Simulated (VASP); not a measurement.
Input of a VASP 6.6.1 run:

The input INCAR:

```
PREC = Accurate ; ENCUT = 600
EDIFF = 1E-6 ; ISMEAR = 0
SIGMA = 0.1 ; LREAL = False
LASPH = True ; NELM = 60
ALGO = Normal ; ISIF = 3
LWAVE = False ; LCHARG = False
GGA = PE ; IBRION = 2
NSW = 90 ; EDIFFG = -0.04
```

File KPOINTS:

```
regular mesh
0
Gamma
  4 4 4
```

POSCAR

```
TaBr4F
1.0
    0.0000000000      4.4138701800      4.4138701800
    4.4138701800      0.0000000000      4.4138701800
    4.4138701800      4.4138701800      0.0000000000
Ta Br F
1 4 1
Direct
    0.0000000000      0.0000000000      0.0000000000
    0.6189999900      0.1270000000      0.1270000000
    0.1270000000      0.1270000000      0.1270000000
    0.1270000000      0.6189999900      0.1270000000
    0.1270000000      0.1270000000      0.6189999900
    0.5000000000      0.5000000000      0.5000000000
```

Potentials or basis: VASP PAW PBE potentials, release 64 (Ta_pv, Br, F).

Run with:

```sh
$ cat potpaw_PBE.64/Ta_pv/POTCAR potpaw_PBE.64/Br/POTCAR potpaw_PBE.64/F/POTCAR > POTCAR
$ mpirun -np 1 vasp_std > vasp.out
```

What does it give for the relaxed volume?

48.54 Å³/atom.

What does it give for the band gap on the k mesh?

0.16 eV, indirect (the least direct gap lies 2.1 meV higher).

Estimate the space group after relaxing (to 0.05 Å).

F-43m (No. 216).

Predict the relaxed cell.

a = 7.440 Å, b = 7.440 Å, c = 7.440 Å, α = 60.00°, β = 60.00°, γ = 60.00°.

Step by step:
| step | energy change (eV) | largest force (eV/Å) | pressure (GPa) | volume (Å³) |
| --- | --- | --- | --- | --- |
| 1 | 0.0000 | 18.6834 | 51.95 | 171.98 |
| 2 | 13.1177 | 14.3150 | 3.26 | 522.56 |
| 3 | 6.0478 | 9.8928 | 1.90 | 428.13 |
| 4 | 2.0959 | 8.5321 | 3.67 | 373.90 |
| 5 | -4.4224 | 7.8758 | -0.63 | 289.42 |
| 6 | -9.7487 | 6.2456 | 2.41 | 225.63 |
| 7 | -10.5991 | 3.1104 | 10.02 | 197.60 |
| 8 | -10.6203 | 4.1038 | 7.56 | 203.86 |
| 9 | -10.6308 | 3.8693 | 8.15 | 202.25 |
| 10 | -12.9210 | 1.6932 | -0.35 | 256.66 |
| 11 | -13.0244 | 1.6063 | -1.10 | 267.80 |
| 12 | -13.0760 | 1.5515 | -2.20 | 291.04 |
| 13 | -13.0796 | 1.5511 | -1.81 | 281.98 |
| 14 | -13.2535 | 0.6187 | 1.95 | 267.62 |
| 15 | -13.3076 | 0.1793 | 0.55 | 272.07 |
| 16 | -13.3075 | 0.1472 | 0.61 | 271.87 |
| 17 | -13.3285 | 0.0923 | 0.47 | 276.36 |
| 18 | -13.3553 | 0.0459 | 0.11 | 290.14 |
| 19 | -13.3554 | 0.0516 | 0.09 | 290.84 |
| 20 | -13.3547 | 0.1000 | -0.17 | 292.07 |
| 21 | -13.3557 | 0.0003 | 0.00 | 291.25 |

Caveat: the volume moved by over 15 % at a fixed basis, so the end points are rough; spin-orbit coupling is left out, which moves the levels of the heavy elements. A k mesh can miss the band edges.
